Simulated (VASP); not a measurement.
# Hf2SnSe6 (R-3) in VASP: single point with PBE

Aim: the single point of Hf2SnSe6 with PBE.

Program: VASP 6.6.1. These are calculated values, not measurements. Logs are shortened: lines on timing, memory, paths and dates and some standing lists are left out, and cuts for length are marked.

**1. The cell of the first run**

The structure is trigonal, space group R-3 (No. 148). The conventional cell has a = 6.612 Å, b = 6.612 Å, c = 21.547 Å, α = 90.00°, β = 90.00°, γ = 120.00°. Hf (site symmetry 3) has 6 Se at 2.70 Å within 3.6 Å. Sn (site symmetry -3) has 6 Se at 2.75 Å within 3.6 Å. Se (site symmetry 1) has 2 Hf at 2.70 Å and 1 Sn at 2.75 Å within 3.6 Å.

**2. Single point, PBE**

Contents of INCAR:

```
SYSTEM = Hf2SnSe6
  ALGO = Normal
  EDIFF = 1E-6
  ENCUT = 520
  GGA = PE
  ISIF = 2
  ISMEAR = 0
  LASPH = .TRUE.
  LCHARG = .FALSE.
  LREAL = .FALSE.
  LWAVE = .FALSE.
  NBANDS = 45
  NELM = 80
  PREC = Accurate
  SIGMA = 0.1
```

Contents of KPOINTS:

```
k-points
0
G
  3 3 3
  0 0 0
```

Contents of POSCAR:

```
Hf2SnSe6
1.0
    3.3059391000      1.9086848000      7.1823550000
   -3.3059391000      1.9086848000      7.1823550000
    0.0000000000     -3.8173697000      7.1823550000
Hf Sn Se
2 1 6
Direct
    0.1666490000      0.1666490000      0.1666490000
    0.8333510000      0.8333510000      0.8333510000
    0.5000000000      0.5000000000      0.5000000000
    0.2340500000      0.5736660000      0.9131810000
    0.9131810000      0.2340500000      0.5736660000
    0.5736660000      0.9131810000      0.2340500000
    0.7659500000      0.4263340000      0.0868190000
    0.4263340000      0.0868190000      0.7659500000
    0.0868190000      0.7659500000      0.4263340000
```

Potentials or basis: VASP PAW PBE potentials, release 64 (Hf_pv, Sn_d, Se).

On the command line:

```console
cat potpaw_PBE.64/Hf_pv/POTCAR potpaw_PBE.64/Sn_d/POTCAR potpaw_PBE.64/Se/POTCAR > POTCAR
mpirun -np 1 vasp_std > vasp.out
```

OUTCAR:

```text
SYSTEM = Hf2SnSe6
   EDIFF = 1E-6
   ENCUT = 520
   GGA = PE
   ISIF = 2
   ISMEAR = 0
   LASPH = .TRUE.
   LREAL = .FALSE.
   NELM = 80
   PREC = Accurate

 ion  position               nearest neighbor table
   1  0.167  0.167  0.167-   9 2.70   7 2.70   8 2.70   4 2.70   6 2.70   5 2.70   2 3.82   2 3.82
                             2 3.82
   2  0.833  0.833  0.833-   5 2.70   4 2.70   6 2.70   7 2.70   8 2.70   9 2.70   1 3.82   1 3.82
                             1 3.82
   3  0.500  0.500  0.500-   6 2.75   8 2.75   5 2.75   9 2.75   4 2.75   7 2.75
   4  0.234  0.574  0.913-   2 2.70   1 2.70   3 2.75
   5  0.913  0.234  0.574-   2 2.70   1 2.70   3 2.75
   6  0.574  0.913  0.234-   2 2.70   1 2.70   3 2.75
   7  0.766  0.426  0.087-   1 2.70   2 2.70   3 2.75
   8  0.426  0.087  0.766-   1 2.70   2 2.70   3 2.75
   9  0.087  0.766  0.426-   1 2.70   2 2.70   3 2.75

  LATTYP: Found a trigonal (rhomboedric) cell.
 ALAT       =     8.1337896669
 COS(alpha) =     0.6696047323

  Lattice vectors:

 A1 = (   3.3059391000,   1.9086848000,   7.1823550000)
 A2 = (  -3.3059391000,   1.9086848000,   7.1823550000)
 A3 = (   0.0000000000,  -3.8173697000,   7.1823550000)

Analysis of symmetry for initial positions (statically):
=====================================================================
 Subroutine PRICEL returns:
 Original cell was already a primitive cell.

 Routine SETGRP: Setting up the symmetry group for a
 trigonal (rhombohedral) supercell.

 Subroutine GETGRP returns: Found  6 space group operations
 (whereof  6 operations were pure point group operations)
 out of a pool of 12 trial point group operations.

The static configuration has the point symmetry S_6 .

Analysis of symmetry for dynamics (positions and initial velocities):
=====================================================================
 Subroutine PRICEL returns:
 Original cell was already a primitive cell.

 Routine SETGRP: Setting up the symmetry group for a
 trigonal (rhombohedral) supercell.

 Subroutine GETGRP returns: Found  6 space group operations
 (whereof  6 operations were pure point group operations)
 out of a pool of 12 trial point group operations.

The dynamic configuration has the point symmetry S_6 .

 Subroutine INISYM returns: Found  6 space group operations
 (whereof  6 operations are pure point group operations),
 and found     1 'primitive' translations

----------------------------------------------------------------------------------------

                                     Primitive cell

  volume of cell :     271.9238

  direct lattice vectors                    reciprocal lattice vectors
     3.305939100  1.908684800  7.182355000     0.151242955  0.087320161  0.046410034
    -3.305939100  1.908684800  7.182355000    -0.151242955  0.087320161  0.046410034
     0.000000000 -3.817369700  7.182355000     0.000000000 -0.174640322  0.046410032

  length of vectors
     8.133789667  8.133789667  8.133789693     0.180701780  0.180701780  0.180701779

  position of ions in fractional coordinates (direct lattice)
     0.166649000  0.166649000  0.166649000
     0.833351000  0.833351000  0.833351000
     0.500000000  0.500000000  0.500000000
     0.234050000  0.573666000  0.913181000
     0.913181000  0.234050000  0.573666000
     0.573666000  0.913181000  0.234050000
     0.765950000  0.426334000  0.086819000
     0.426334000  0.086819000  0.765950000
     0.086819000  0.765950000  0.426334000

  ion indices of the primitive-cell ions
   primitive index   ion index
                 1           1
                 2           2
                 3           3
                 4           4
                 5           5
                 6           6
                 7           7
                 8           8
                 9           9

----------------------------------------------------------------------------------------

 KPOINTS: k-points

Automatic generation of k-mesh.
 Grid dimensions read from file:
 generate k-points for:    3    3    3

 Generating k-lattice:

  Cartesian coordinates                     Fractional coordinates (reciprocal lattice)
     0.050414318  0.029106720  0.015470011     0.333333333  0.000000000  0.000000000
    -0.050414318  0.029106720  0.015470011     0.000000000  0.333333333  0.000000000
     0.000000000 -0.058213441  0.015470011     0.000000000  0.000000000  0.333333333

  Length of vectors
     0.060233927  0.060233927  0.060233926

  Shift w.r.t. Gamma in fractional coordinates (k-lattice)
     0.000000000  0.000000000  0.000000000

 Subroutine IBZKPT returns following result:
 ===========================================

 Found      6 irreducible k-points:

 Following reciprocal coordinates:
            Coordinates               Weight
  0.000000  0.000000  0.000000      1.000000
  0.333333  0.000000 -0.000000      6.000000
  0.333333  0.333333 -0.000000      6.000000
 -0.333333  0.333333  0.000000      6.000000
  0.333333  0.333333  0.333333      2.000000
 -0.333333  0.333333  0.333333      6.000000
   k-points           NKPTS =      6   k-points in BZ     NKDIM =      6   number of bands    NBANDS=     45
   number of dos      NEDOS =    301   number of ions     NIONS =      9
   total plane-waves  NPLWV = 216000
   dimension x,y,z NGX =    60 NGY =   60 NGZ =   60
   dimension x,y,z NGXF=   120 NGYF=  120 NGZF=  120
   ions per type =               2   1   6
   NGX,Y,Z   is equivalent  to a cutoff of  12.26, 12.26, 12.26 a.u.
   NGXF,Y,Z  is equivalent  to a cutoff of  24.53, 24.53, 24.53 a.u.
 SYSTEM =  Hf2SnSe6
   PREC   = accura    normal or accurate (medium, high low for compatibility)
   ISTART =      0    job   : 0-new  1-cont  2-samecut
   ICHARG =      2    charge: 1-file 2-atom 10-const
   ISPIN  =      1    spin polarized calculation?
   LNONCOLLINEAR =      F non collinear calculations
   LSORBIT =      F    spin-orbit coupling
   LASPH  =      T    aspherical Exc in radial PAW
   ENCUT  =  520.0 eV  38.22 Ry    6.18 a.u.  15.12 15.12 15.12*2*pi/ulx,y,z
   NELM   =     80;   NELMIN=  2; NELMDL= -5     # of ELM steps
   EDIFF  = 0.1E-05   stopping-criterion for ELM
   LREAL  =      F    real-space projection
   EDIFFG = 0.1E-04   stopping-criterion for IOM
   NSW    =      0    number of steps for IOM
   IBRION =     -1    ionic relax: 0-MD 1-quasi-New 2-CG
   NFREE  =      0    steps in history (QN), initial steepest desc. (CG)
   ISIF   =      2    stress and relaxation
   ISYM   =      2    0-nonsym 1-usesym 2-fastsym
   POTIM  = 0.5000    time-step for ionic-motion
   TEBEG  =    0.0;   TEEND  =   0.0 temperature during run
   PSTRESS=    0.0 pullay stress
   NELECT =      70.0000    total number of electrons
   NUPDOWN=      -1.0000    fix difference up-down
   EMIN   =  10.00;   EMAX   =-10.00  energy-range for DOS
   EFERMI =   0.00;   METHOD = LEGACY
   ISMEAR =     0;   SIGMA  =   0.10  broadening in eV -4-tet -1-fermi 0-gaus
   EFERMI_NEDOS =   21; number of points for ismear=-14 and -15
   IALGO  =     38    algorithm
   IMIX   =      4    mixing-type and parameters
     AMIX     =   0.40;   BMIX     =  1.00
     AMIX_MAG =   1.60;   BMIX_MAG =  1.00
  volume/ion in A,a.u.               =      30.21       203.89
  Fermi-wavevector in a.u.,A,eV,Ry     =   1.041418  1.967995 14.756221  1.084552
  Thomas-Fermi vector in A             =   2.176038
   LORBIT       =      0    0 simple, 1 ext, 2 COOP (PROOUT), +10 PAW based schemes
   GGA     = PE    functional components
   LHFCALC =     F    Hartree Fock is set to
   AEXX    =    0.0000 exact exchange contribution
   IVDW    =     0    specifies the selected vdW correction
   LEPSILON=     F    determine dielectric tensor
   LRPA    =     F    only Hartree local field effects (RPA)
 non-spin polarized calculation
 Gauss-broadening in eV      SIGMA  =   0.10
  energy-cutoff  :      520.00
  volume of cell :      271.92
 maximum number of plane-waves:      7344
   NGX = 31   NGY = 31   NGZ = 31

 number of electron      70.0000000 magnetization

 Free energy of the ion-electron system (eV)
  ---------------------------------------------------
  ext. energy  EPLUGINS =         0.00000000
  ---------------------------------------------------
  free energy    TOTEN  =       -53.35379704 eV

  energy without entropy =      -53.34335892  energy(sigma->0) =      -53.34857798

 E-fermi :   1.9749     XC(G=0):  -8.5237

 val. band max:        1.8896639613   @ k =   0.0000   0.0000   0.0000
 cond. band min:       2.0684222455   @ k =  -0.3333   0.3333   0.0000
 fundamental gap:      0.1787582843
 Fermi energy:         1.9749093349

 k-point     1 :       0.0000    0.0000    0.0000
  band No.  band energies     occupation
      1     -29.2801      2.00000
      2     -29.2801      2.00000
      3     -29.2309      2.00000
      4     -29.2309      2.00000
      5     -29.2292      2.00000
      6     -29.2122      2.00000
[... 37 lines left out ...]
     44       6.2005      0.00000
     45       6.2005      0.00000

 k-point     2 :       0.3333    0.0000   -0.0000
  band No.  band energies     occupation
      1     -29.2833      2.00000
      2     -29.2719      2.00000
      3     -29.2393      2.00000
      4     -29.2284      2.00000
      5     -29.2250      2.00000
      6     -29.2157      2.00000
[... 37 lines left out ...]
     44       6.2512      0.00000
     45       6.3717      0.00000

 k-point     3 :       0.3333    0.3333   -0.0000
  band No.  band energies     occupation
      1     -29.2833      2.00000
      2     -29.2719      2.00000
      3     -29.2393      2.00000
      4     -29.2284      2.00000
      5     -29.2250      2.00000
      6     -29.2157      2.00000
[... 37 lines left out ...]
     44       6.1905      0.00000
     45       6.4414      0.00000

 k-point     4 :      -0.3333    0.3333    0.0000
  band No.  band energies     occupation
      1     -29.2863      2.00000
      2     -29.2557      2.00000
      3     -29.2557      2.00000
      4     -29.2247      2.00000
      5     -29.2206      2.00000
      6     -29.2206      2.00000
[... 37 lines left out ...]
     44       6.1741      0.00000
     45       6.3492      0.00000

 k-point     5 :       0.3333    0.3333    0.3333
  band No.  band energies     occupation
      1     -29.2801      2.00000
      2     -29.2801      2.00000
      3     -29.2309      2.00000
      4     -29.2309      2.00000
      5     -29.2292      2.00000
      6     -29.2122      2.00000
[... 37 lines left out ...]
     44       6.2742      0.00000
     45       6.2742      0.00000

 k-point     6 :      -0.3333    0.3333    0.3333
  band No.  band energies     occupation
      1     -29.2833      2.00000
      2     -29.2719      2.00000
      3     -29.2393      2.00000
      4     -29.2284      2.00000
      5     -29.2250      2.00000
      6     -29.2157      2.00000
[... 37 lines left out ...]
     44       6.0925      0.00000
     45       6.4741      0.00000

------------------------ aborting loop because EDIFF is reached ----------------------------------------

  FORCE on cell =-STRESS in cart. coord.  units (eV):
  Direction    XX          YY          ZZ          XY          YZ          ZX
  --------------------------------------------------------------------------------------
  -------------------------------------------------------------------------------------
  Total       -0.2709797     -0.2709797     -0.2643682     -0.0000000      0.0000000      0.0000000
  in kB       -1.5966147     -1.5966147     -1.5576598     -0.0000003      0.0000000      0.0000000
  external PRESSURE =      -1.5836297 kB  Pullay stress =       0.0000000 kB

 VOLUME and BASIS-vectors are now :
 -----------------------------------------------------------------------------
  energy-cutoff  :      520.00
  volume of cell :      271.92
      direct lattice vectors                 reciprocal lattice vectors
     3.305939100  1.908684800  7.182355000     0.151242955  0.087320161  0.046410034
    -3.305939100  1.908684800  7.182355000    -0.151242955  0.087320161  0.046410034
     0.000000000 -3.817369700  7.182355000     0.000000000 -0.174640322  0.046410032

 POSITION                                       TOTAL-FORCE (eV/Angst)
 -----------------------------------------------------------------------------------
      0.00000     -0.00000      3.59080         0.000000     -0.000000      0.001734
      0.00000     -0.00000     17.95627         0.000000      0.000000     -0.001734
      0.00000     -0.00000     10.77353        -0.000000      0.000000      0.000000
     -1.12275     -1.94427     12.36009        -0.016152     -0.028711     -0.027118
      2.24517     -0.00019     12.36009         0.032941      0.000367     -0.027118
     -1.12242      1.94447     12.36009        -0.016788      0.028344     -0.027118
      1.12275      1.94427      9.18697         0.016152      0.028711      0.027118
      1.12242     -1.94447      9.18697         0.016788     -0.028344      0.027118
     -2.24517      0.00019      9.18697        -0.032941     -0.000367      0.027118
 -----------------------------------------------------------------------------------
    total drift:                                0.000000     -0.000000      0.000000

  FREE ENERGIE OF THE ION-ELECTRON SYSTEM (eV)
  ---------------------------------------------------
  free  energy   TOTEN  =       -53.3537970446 eV

  energy  without entropy=      -53.3433589209  energy(sigma->0) =      -53.34857798
```

Run time: 79 s. Hardware: 1 thread of AMD EPYC 9R45 (Zen 5), shared host; peak memory 0.46 GiB.

What came out:

```
Free energy            : -53.3538 eV
Pressure               : -0.2 GPa
Largest force          : 0.043 eV/Å
Band gap on the k mesh : 0.18 eV, indirect (least direct gap 0.60 eV)
```

Forces on the atoms (eV/Å):
```
Hf   0.000  0.000  0.002
Hf   0.000  0.000 -0.002
Sn   0.000  0.000  0.000
Se  -0.016 -0.029 -0.027
Se   0.033  0.000 -0.027
Se  -0.017  0.028 -0.027
Se   0.016  0.029  0.027
Se   0.017 -0.028  0.027
Se  -0.033  0.000  0.027
```

Caveat: spin-orbit coupling is left out, which moves the levels of the heavy elements. A k mesh can miss the band edges.
